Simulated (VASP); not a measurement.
Wanted: the native input for a VASP 6.6.1 run.

```
Task                   : single point
Functional             : PBEsol
Potentials or basis    : VASP PAW PBE potentials, release 64 (Ru_pv)
Cutoff                 : 520 eV
k mesh                 : 18 × 18 × 10
Occupations            : gaussian, width 0.15 eV
Spin                   : no spin polarisation
Dipole correction      : no
Further INCAR settings : ALGO = Fast; EDIFF = 1e-06; NBANDS = 21
```

The structure of Ru lies in POSCAR:

```
Ru
1.0
    2.6539119460      0.0000000000      0.0000000000
   -1.3269559730      2.2983551647      0.0000000000
    0.0000000000      0.0000000000      4.2523798378
Ru
2
Direct
    0.3032818421      0.6065636843      0.2500000000
    0.6967181579      0.3934363157      0.7500000000
```

This cell differs from its parent crystal: atoms displaced along a vibrational mode, the cell strained.

The input as run:

INCAR

```
SYSTEM = Ru
PREC     = Accurate       ! precision mode
ENCUT    = 520            ! plane-wave cutoff, eV
EDIFF    = 1E-6           ! SCF threshold, eV
ISMEAR   = 0              ! smearing method
SIGMA    = 0.15           ! smearing width, eV
LREAL    = .FALSE.        ! projectors in reciprocal space
LASPH    = .TRUE.         ! aspherical terms in the spheres
NELM     = 80             ! most SCF steps
ALGO     = Fast           ! electronic algorithm
ISIF     = 2              ! what is computed and relaxed
LWAVE    = .FALSE.        ! write WAVECAR
LCHARG   = .FALSE.        ! write CHGCAR
GGA      = PS             ! functional
NBANDS   = 21             ! bands
```

KPOINTS

```
Automatic mesh
0
G
  18 18 10
  0 0 0
```

Potentials or basis: VASP PAW PBE potentials, release 64 (Ru_pv).

Command:

```sh
$ cat potpaw_PBE.64/Ru_pv/POTCAR > POTCAR
$ mpirun -np 1 vasp_std > vasp.out
```

Results of the run:

The pressure is 13.5 GPa. The largest force is 2.207 eV/Å and the band gap on the k mesh is zero (bands 14 and 15 overlap by 3.32 eV).

Caveat: the cell differs from its parent crystal (atoms displaced along a vibrational mode, the cell strained); the cell stands under pressure; the PAW data sets were made with another functional, which shifts forces and pressure a little.

Wall time 93 s on 1 thread of Intel(R) Xeon(R) 6975P-C (Granite Rapids) (shared host), peak memory 0.33 GiB.
